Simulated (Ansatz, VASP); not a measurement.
**Rh: VASP beside Ansatz**

File POSCAR:

```
Rh
1.0
    0.0000000000      1.9029860900      1.9029860900
    1.9029860900      0.0000000000      1.9029860900
    1.9029860900      1.9029860900      0.0000000000
Rh
1
Direct
    0.0000000000      0.0000000000      0.0000000000
```

INCAR.step1

```
SYSTEM = Rh
PREC = Accurate
ENCUT = 600
ISMEAR = 0
SIGMA = 0.1
LREAL = .False.
LASPH = .True.
NELM = 60
GGA = PE
ALGO = Normal
EDIFF = 1E-4
LWAVE = .True.
LCHARG = .False.
```

INCAR.step2

```
SYSTEM = Rh
PREC = Accurate
ENCUT = 600
EDIFF = 1E-6
ISMEAR = 0
SIGMA = 0.1
LREAL = .False.
LASPH = .True.
NELM = 60
ALGO = Normal
ISIF = 3
LWAVE = .False.
LCHARG = .False.
METAGGA = R2SCAN
LMIXTAU = .True.
IBRION = 2
NSW = 100
EDIFFG = -0.005
ISTART = 1
```

KPOINTS

```
regular mesh
0
Gamma
  18 18 18
  0 0 0
```

Input for Ansatz:

```yaml
crystal:
  lattice:
    - [0.0, 1.90298609, 1.90298609]
    - [1.90298609, 0.0, 1.90298609]
    - [1.90298609, 1.90298609, 0.0]
  atoms:
    - { symbol: Rh, position: [0.0, 0.0, 0.0] }
basis:
  ecutwfc: 500
kpoints:
  mp_grid: { grid: [18, 18, 18] }
hamiltonian:
  xc: r2scan
scf:
  occupations: { method: gaussian, width: 0.1 }
output:
  forces: true
  stress: true
  eigenvalues: true
  write_density: true
  write_potential: true
  elf: true
  volumetric_format: npy
relax:
  adjacent_minimum: "off"
  f_tol: 0.005
  max_steps: 80
  cell: { stress_tol: 0.05 }
```

Alike in both runs: task relaxation of cell and atoms; functional r2SCAN; k mesh 18 × 18 × 18; occupations gaussian, width 0.1 eV; no spin polarisation.

```csv
,VASP,Ansatz
version,VASP 6.6.1,Ansatz 0.2.0
potentials or method,"VASP PAW PBE potentials, release 64 (Rh_pv), cutoff 600 eV","scalar-relativistic, plane waves, PAW"
valence electrons in the cell,15,17
```

|  | VASP | Ansatz | Ansatz less VASP |
| --- | --- | --- | --- |
| gap on the k mesh at the Fermi level, each at its own relaxed structure (eV) | none | none | - |
| relaxed volume (Å³/atom) | 13.77 | 13.72 | -0.053 |
| relaxed cell length with the largest relative difference (Å) | 2.690 | 2.687 | -0.0034 |

VASP's potentials were made for PBE, not for r2SCAN. A gap of «none» marks a metal or a gap that the smearing closes. VASP's potentials hold 15 valence electrons a cell and Ansatz's 17, so a difference there can come from the potentials and not from the codes.
